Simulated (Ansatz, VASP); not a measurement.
CdAgBr3: VASP beside Ansatz

```xyz
5
Lattice="3.6851 2.1276 3.0088 -3.6851 2.1276 3.0088 0.0000 -4.2551 3.0088" Properties=species:S:1:pos:R:3 pbc="T T T"
Cd    0.0000    0.0000    4.2804
Ag    0.0000    0.0000    8.7937
Br   -1.8425    1.0638    1.5044
Br    1.8425    1.0638    1.5044
Br    0.0000   -2.1276    1.5044
```

Alike in both runs: task single point; functional PBE; k mesh 4 × 4 × 4; occupations gaussian, width 0.1 eV; collinear spin.

|  | VASP | Ansatz |
| --- | --- | --- |
| version | VASP 6.6.1 | Ansatz 0.2.0 |
| potentials or method | VASP PAW PBE potentials, release 64 (Cd, Ag, Br), cutoff 520 eV | scalar-relativistic, plane waves, PAW |
| valence electrons in the cell | 44 | 60 |

|  | VASP | Ansatz | Ansatz less VASP |
| --- | --- | --- | --- |
| gap on the k mesh at the Fermi level (eV) | none | none | - |
| pressure (GPa) | 3.5 | 3.5 | +0.01 |
| traceless stress, the component that is largest in VASP (GPa) | -0.68 | -0.68 | 0.000 |
| rms of the force components (eV/Å) | 0.620 | 0.620 | -0.0001 |
| net moment per atom (μB) | 0.00 | 0.00 | -0.001 |

Atom by atom the forces differ by 0.001 eV/Å (rms over components). A gap of «none» marks a metal or a gap that the smearing closes. VASP's potentials hold 44 valence electrons a cell and Ansatz's 60, so a difference there can come from the potentials and not from the codes. Ansatz's warnings: seeded moment not kept.
